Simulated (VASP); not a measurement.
K:

```
CELL_PARAMETERS angstrom
8.29417 0.00000 0.00000
0.00000 8.29417 0.00000
0.00000 0.00000 8.29417
ATOMIC_POSITIONS crystal
K 0.00000 0.00000 0.00000
K 0.50000 0.50000 0.50000
K 0.25000 0.00000 0.50000
K 0.75000 0.00000 0.50000
K 0.50000 0.25000 0.00000
K 0.50000 0.75000 0.00000
K 0.00000 0.50000 0.25000
K 0.00000 0.50000 0.75000
```

```yaml
Program: VASP 6.6.1
Task: relaxation of cell and atoms
Functional: LDA
Potentials_or_basis: VASP PAW LDA potentials, release 64 (K_sv)
Cutoff: 600 eV
k_mesh: 3 × 3 × 3
Occupations: fermi-dirac, width 0.1 eV
Spin: no spin polarisation
```

At the start: pressure -0.3 GPa; volume 71.32 Å³/atom.

**Question.** How do energy, volume and symmetry change on relaxing?

**Answer.** Over 4 steps the energy falls by 7.1 meV/atom and the volume is 64.96 Å³/atom (-8.9 %); space group Pm-3n (No. 223, to 0.1 Å) before and after.

The path:
| step | energy change (eV) | largest force (eV/Å) | pressure (GPa) | volume (Å³) |
| --- | --- | --- | --- | --- |
| 1 | 0.0000 | 0.0000 | -0.33 | 570.58 |
| 2 | -0.0227 | 0.0000 | -0.27 | 558.42 |
| 3 | -0.0562 | 0.0000 | -0.02 | 522.97 |
| 4 | -0.0564 | 0.0000 | 0.01 | 519.69 |

Final structure:
```
K
1.0
     8.03987    0.00000    0.00000
     0.00000    8.03987    0.00000
     0.00000    0.00000    8.03987
K
8
Direct
  0.00000 0.00000 0.00000
  0.50000 0.50000 0.50000
  0.25000 0.00000 0.50000
  0.75000 0.00000 0.50000
  0.50000 0.25000 0.00000
  0.50000 0.75000 0.00000
  0.00000 0.50000 0.25000
  0.00000 0.50000 0.75000
```
